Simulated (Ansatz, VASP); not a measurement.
## Ni3Ge: VASP beside Ansatz

The input INCAR:

```
SYSTEM = Ni3Ge
PREC = Accurate
ENCUT = 520
EDIFF = 1E-6
ISMEAR = 0
SIGMA = 0.15
LREAL = .False.
LASPH = .True.
NELM = 100
ALGO = Fast
ISIF = 2
LWAVE = .False.
LCHARG = .False.
GGA = PS
NBANDS = 30
```

KPOINTS

```
Automatic mesh
0
Gamma
  14 14 14
  0 0 0
```

Contents of POSCAR:

```
Ni3Ge
1.0
    3.5777879887      0.0000000000      0.0000000000
    0.0000000000      3.5777879887      0.0000000000
    0.0000000000      0.0000000000      3.5777879887
Ni Ge
3 1
Direct
    0.5000000000      0.0000000000      0.5000000000
    0.0000000000      0.5000000000      0.5000000000
    0.5000000000      0.5000000000      0.0000000000
    0.0000000000      0.0000000000      0.0000000000
```

Input for Ansatz:

```yaml
crystal:
  lattice:
    - [3.5777879887, 0.0, 0.0]
    - [0.0, 3.5777879887, 0.0]
    - [0.0, 0.0, 3.5777879887]
  atoms:
    - { symbol: Ni, position: [0.5, 0.0, 0.5] }
    - { symbol: Ni, position: [0.0, 0.5, 0.5] }
    - { symbol: Ni, position: [0.5, 0.5, 0.0] }
    - { symbol: Ge, position: [0.0, 0.0, 0.0] }
basis:
  ecutwfc: 420
kpoints:
  mp_grid: { grid: [14, 14, 14] }
hamiltonian:
  xc: pbesol
scf:
  occupations: { method: gaussian, width: 0.15 }
output:
  forces: true
  stress: true
  eigenvalues: true
  write_density: true
  write_potential: true
  elf: true
  volumetric_format: npy
```

Change from the starting cell: strain +0.015 along x and y, +0.015 along z, atoms carried along.

Alike in both runs: task single point; functional PBEsol; k mesh 14 × 14 × 14; occupations gaussian, width 0.15 eV; no spin polarisation.

|  | VASP | Ansatz |
| --- | --- | --- |
| version | VASP 6.6.1 | Ansatz 0.2.0 |
| potentials or method | VASP PAW PBE potentials, release 64 (Ni, Ge_d), cutoff 520 eV | scalar-relativistic, plane waves, PAW |
| valence electrons in the cell | 44 | 68 |

Ansatz gave:

* gap on the k mesh at the Fermi level (eV): none
* pressure (GPa): -8.7

Which values does VASP return?

gap on the k mesh at the Fermi level (eV): none; pressure (GPa): -8.5.

VASP's potentials were made for PBE, not for PBEsol. A gap of «none» marks a metal or a gap that the smearing closes. VASP's potentials hold 44 valence electrons a cell and Ansatz's 68, so a difference there can come from the potentials and not from the codes.
